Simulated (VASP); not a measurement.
# Be2C (Fm-3m) in VASP: further runs, part 3 of 3

VASP 6.6.1. The steps go on from the part before.

**6. Single point, PBEsol (volume scaled by 1.06)**

Contents of INCAR:

```
ALGO     = Normal         # electronic algorithm
EDIFF    = 1E-6           # SCF threshold, eV
ENCUT    = 600            # plane-wave cutoff, eV
GGA      = PS             # functional
GGA_COMPAT= False        
ISIF     = 2              # what is computed and relaxed
ISMEAR   = -1             # smearing method
LASPH    = True           # aspherical terms in the spheres
LCHARG   = True           # write CHGCAR
LELF     = True           # ELF
LREAL    = False          # projectors in reciprocal space
LVHAR    = True         
LWAVE    = False          # write WAVECAR
NBANDS   = 11             # bands
NELM     = 120            # most SCF steps
PREC     = Accurate       # precision mode
SIGMA    = 0.05           # smearing width, eV
```

Contents of KPOINTS:

```
k-points
0
Gamma
  11 11 11
```

Contents of POSCAR:

```
Be2C
1.0
    0.0000000000      2.2074617605      2.2074617605
    2.2074617605      0.0000000000      2.2074617605
    2.2074617605      2.2074617605      0.0000000000
C Be
1 2
Direct
    0.0000000000      0.0000000000      0.0000000000
    0.7500000000      0.7500000000      0.7500000000
    0.2500000000      0.2500000000      0.2500000000
```

Potentials or basis: VASP PAW PBE potentials, release 64 (C, Be).

Command:

```
cat potpaw_PBE.64/C/POTCAR potpaw_PBE.64/Be/POTCAR > POTCAR
mpirun -np 1 vasp_std > vasp.out
```

OUTCAR:

```text
EDIFF = 1E-6
   ENCUT = 600
   GGA = PS
   ISIF = 2
   ISMEAR = -1
   LASPH = True
   LREAL = False
   NELM = 120
   PREC = Accurate

 ion  position               nearest neighbor table
   1  0.000  0.000  0.000-   2 1.91   2 1.91   2 1.91   2 1.91   3 1.91   3 1.91   3 1.91   3 1.91

   2  0.750  0.750  0.750-   1 1.91   1 1.91   1 1.91   1 1.91   3 2.21   3 2.21   3 2.21   3 2.21
                             3 2.21   3 2.21
   3  0.250  0.250  0.250-   1 1.91   1 1.91   1 1.91   1 1.91   2 2.21   2 2.21   2 2.21   2 2.21
                             2 2.21   2 2.21

  LATTYP: Found a face centered cubic cell.
 ALAT       =     4.4149235210

  Lattice vectors:

 A1 = (   0.0000000000,   2.2074617605,   2.2074617605)
 A2 = (   2.2074617605,   0.0000000000,   2.2074617605)
 A3 = (   2.2074617605,   2.2074617605,   0.0000000000)

Analysis of symmetry for initial positions (statically):
=====================================================================
 Subroutine PRICEL returns:
 Original cell was already a primitive cell.

 Routine SETGRP: Setting up the symmetry group for a
 face centered cubic supercell.

 Subroutine GETGRP returns: Found 48 space group operations
[... 9 lines left out ...]

 Routine SETGRP: Setting up the symmetry group for a
 face centered cubic supercell.

 Subroutine GETGRP returns: Found 48 space group operations
[... 11 lines left out ...]
                                     Primitive cell

  volume of cell :      21.5134

  direct lattice vectors                    reciprocal lattice vectors
     0.000000000  2.207461761  2.207461761    -0.226504490  0.226504490  0.226504490
     2.207461761  0.000000000  2.207461761     0.226504490 -0.226504490  0.226504490
     2.207461761  2.207461761  0.000000000     0.226504490  0.226504490 -0.226504490

  length of vectors
     3.121822360  3.121822360  3.121822360     0.392317285  0.392317285  0.392317285

  position of ions in fractional coordinates (direct lattice)
     0.000000000  0.000000000  0.000000000
     0.750000000  0.750000000  0.750000000
     0.250000000  0.250000000  0.250000000

  ion indices of the primitive-cell ions
   primitive index   ion index
                 1           1
                 2           2
                 3           3

----------------------------------------------------------------------------------------

 KPOINTS: k-points

Automatic generation of k-mesh.
 Grid dimensions read from file:
 generate k-points for:   11   11   11

 Generating k-lattice:

  Cartesian coordinates                     Fractional coordinates (reciprocal lattice)
    -0.020591317  0.020591317  0.020591317     0.090909091  0.000000000  0.000000000
     0.020591317 -0.020591317  0.020591317     0.000000000  0.090909091  0.000000000
     0.020591317  0.020591317 -0.020591317     0.000000000  0.000000000  0.090909091

  Length of vectors
     0.035665208  0.035665208  0.035665208

  Shift w.r.t. Gamma in fractional coordinates (k-lattice)
     0.000000000  0.000000000  0.000000000

 Subroutine IBZKPT returns following result:
 ===========================================

 Found     56 irreducible k-points:

 Following reciprocal coordinates:
            Coordinates               Weight
  0.000000  0.000000  0.000000      1.000000
  0.090909  0.000000  0.000000      8.000000
  0.181818  0.000000  0.000000      8.000000
  0.272727  0.000000  0.000000      8.000000
  0.363636  0.000000  0.000000      8.000000
  0.454545  0.000000  0.000000      8.000000
[... 16 lines left out ...]
 -0.272727  0.181818  0.000000     24.000000
 -0.181818  0.181818  0.000000     12.000000
 [... further k-points ...]
   k-points           NKPTS =     56   k-points in BZ     NKDIM =     56   number of bands    NBANDS=     11
   number of dos      NEDOS =    301   number of ions     NIONS =      3
   total plane-waves  NPLWV =  21952
   dimension x,y,z NGX =    28 NGY =   28 NGZ =   28
   dimension x,y,z NGXF=    56 NGYF=   56 NGZF=   56
   ions per type =               1   2
   NGX,Y,Z   is equivalent  to a cutoff of  14.91, 14.91, 14.91 a.u.
   NGXF,Y,Z  is equivalent  to a cutoff of  29.82, 29.82, 29.82 a.u.
 SYSTEM =  unknown system
   PREC   = accura    normal or accurate (medium, high low for compatibility)
   ISTART =      0    job   : 0-new  1-cont  2-samecut
   ICHARG =      2    charge: 1-file 2-atom 10-const
   ISPIN  =      1    spin polarized calculation?
   LNONCOLLINEAR =      F non collinear calculations
   LSORBIT =      F    spin-orbit coupling
   LASPH  =      T    aspherical Exc in radial PAW
   ENCUT  =  600.0 eV  44.10 Ry    6.64 a.u.   6.24  6.24  6.24*2*pi/ulx,y,z
   NELM   =    120;   NELMIN=  2; NELMDL= -5     # of ELM steps
   EDIFF  = 0.1E-05   stopping-criterion for ELM
   LREAL  =      F    real-space projection
   EDIFFG = 0.1E-04   stopping-criterion for IOM
   NSW    =      0    number of steps for IOM
   IBRION =     -1    ionic relax: 0-MD 1-quasi-New 2-CG
   NFREE  =      0    steps in history (QN), initial steepest desc. (CG)
   ISIF   =      2    stress and relaxation
   ISYM   =      2    0-nonsym 1-usesym 2-fastsym
   POTIM  = 0.5000    time-step for ionic-motion
   TEBEG  =    0.0;   TEEND  =   0.0 temperature during run
   PSTRESS=    0.0 pullay stress
   NELECT =       8.0000    total number of electrons
   NUPDOWN=      -1.0000    fix difference up-down
   EMIN   =  10.00;   EMAX   =-10.00  energy-range for DOS
   EFERMI =   0.00;   METHOD = LEGACY
   ISMEAR =    -1;   SIGMA  =   0.05  broadening in eV -4-tet -1-fermi 0-gaus
   EFERMI_NEDOS =   21; number of points for ismear=-14 and -15
   IALGO  =     38    algorithm
   IMIX   =      4    mixing-type and parameters
     AMIX     =   0.40;   BMIX     =  1.00
     AMIX_MAG =   1.60;   BMIX_MAG =  1.00
  volume/ion in A,a.u.               =       7.17        48.39
  Fermi-wavevector in a.u.,A,eV,Ry     =   1.177249  2.224678 18.856519  1.385915
  Thomas-Fermi vector in A             =   2.313599
   LORBIT       =      0    0 simple, 1 ext, 2 COOP (PROOUT), +10 PAW based schemes
   GGA     = PS    functional components
   LHFCALC =     F    Hartree Fock is set to
   AEXX    =    0.0000 exact exchange contribution
   IVDW    =     0    specifies the selected vdW correction
   LEPSILON=     F    determine dielectric tensor
   LRPA    =     F    only Hartree local field effects (RPA)
 non-spin polarized calculation
  energy-cutoff  :      600.00
  volume of cell :       21.51
 maximum number of plane-waves:       730
 NGX is ok and might be reduce to    28
   NGX = 13   NGY = 13   NGZ = 13

 number of electron       8.0000000 magnetization

 Free energy of the ion-electron system (eV)
  ---------------------------------------------------
  ext. energy  EPLUGINS =         0.00000000
  ---------------------------------------------------
  free energy    TOTEN  =       -18.35515085 eV

  energy without entropy =      -18.35515075  energy(sigma->0) =      -18.35515080

 E-fermi :   7.6859     XC(G=0): -11.2866

 val. band max:        7.1358668409   @ k =   0.0000   0.0000   0.0000
 cond. band min:       8.2633639062   @ k =   0.4545   0.4545   0.0000
 fundamental gap:      1.1274970653
 Fermi energy:         7.6859280183

 k-point     1 :       0.0000    0.0000    0.0000
  band No.  band energies     occupation
      1      -7.4746      2.00000
      2       7.1359      1.99997
      3       7.1359      1.99997
      4       7.1359      1.99997
      5      11.1152      0.00000
      6      11.1152      0.00000
      7      11.1152      0.00000
      8      13.2078      0.00000
      9      19.7719      0.00000
     10      19.7719      0.00000
     11      19.7719      0.00000

 k-point     2 :       0.0909    0.0000    0.0000
  band No.  band energies     occupation
      1      -7.3469      2.00000
      2       6.0386      2.00000
      3       6.8913      2.00000
      4       6.8913      2.00000
      5      11.4720      0.00000
      6      11.4720      0.00000
      7      11.7668      0.00000
      8      13.5652      0.00000
      9      18.9179      0.00000
     10      18.9179      0.00000
     11      20.0492      0.00000
[... 295 lines left out ...]
 k-point    24 :      -0.1818    0.1818    0.0000
  band No.  band energies     occupation
      1      -6.1570      2.00000
      2       2.3934      2.00000
      3       3.7842      2.00000
      4       6.1666      2.00000
      5      12.7421      0.00000
      6      13.0403      0.00000
      7      14.2988      0.00000
      8      14.7908      0.00000
      9      15.8078      0.00000
     10      21.3064      0.00000
     11      22.4397      0.00000

 [... further k-points ...]
[... 5 lines left out ...]
  --------------------------------------------------------------------------------------
  -------------------------------------------------------------------------------------
  Total       -1.6850401     -1.6850401     -1.6850401      0.0000000      0.0000000      0.0000000
  in kB     -125.4906152   -125.4906152   -125.4906152      0.0000000      0.0000000      0.0000000
  external PRESSURE =    -125.4906152 kB  Pullay stress =       0.0000000 kB

 VOLUME and BASIS-vectors are now :
 -----------------------------------------------------------------------------
  energy-cutoff  :      600.00
  volume of cell :       21.51
      direct lattice vectors                 reciprocal lattice vectors
     0.000000000  2.207461761  2.207461761    -0.226504490  0.226504490  0.226504490
     2.207461761  0.000000000  2.207461761     0.226504490 -0.226504490  0.226504490
     2.207461761  2.207461761  0.000000000     0.226504490  0.226504490 -0.226504490

 POSITION                                       TOTAL-FORCE (eV/Angst)
 -----------------------------------------------------------------------------------
      0.00000      0.00000      0.00000        -0.000000      0.000000     -0.000000
      3.31119      3.31119      3.31119        -0.000000     -0.000000      0.000000
      1.10373      1.10373      1.10373         0.000000      0.000000      0.000000
 -----------------------------------------------------------------------------------
    total drift:                               -0.000000     -0.000000      0.000000

  FREE ENERGIE OF THE ION-ELECTRON SYSTEM (eV)
  ---------------------------------------------------
  free  energy   TOTEN  =       -18.3551508544 eV

  energy  without entropy=      -18.3551507453  energy(sigma->0) =      -18.35515080
```

Wall time 38 s (1 thread of Intel Xeon 8259CL, shared host); peak memory 0.16 GiB.

What came out:

- Free energy: -18.3552 eV
- Pressure: -12.5 GPa
- Band gap on the k mesh: 1.13 eV, indirect (least direct gap 3.98 eV)

Caveat: the PAW data sets were made with another functional, which shifts forces and pressure a little.

**7. Summary**

| cell | gap on the mesh (eV) | pressure (GPa) |
| --- | --- | --- |
| a = 3.020 Å, angles 60.0°, 3 atoms | 1.17 | 6.5 |
| a = 3.041 Å, angles 60.0°, 3 atoms | 1.17 | 2.0 |
| a = 3.082 Å, angles 60.0°, 3 atoms | 1.15 | -5.9 |
| a = 3.102 Å, angles 60.0°, 3 atoms | 1.14 | -9.4 |
| a = 3.122 Å, angles 60.0°, 3 atoms | 1.13 | -12.5 |

Alike in all rows: task single point; level PBEsol; potentials or basis VASP PAW PBE potentials, release 64 (C, Be); no spin polarisation; k mesh 11 × 11 × 11; cutoff (eV) 600; smearing fermi-dirac 0.05 eV.

Caveats: the PAW data sets were made with another functional, which shifts forces and pressure a little.

Absolute energies hang on the potentials; compare differences alone.
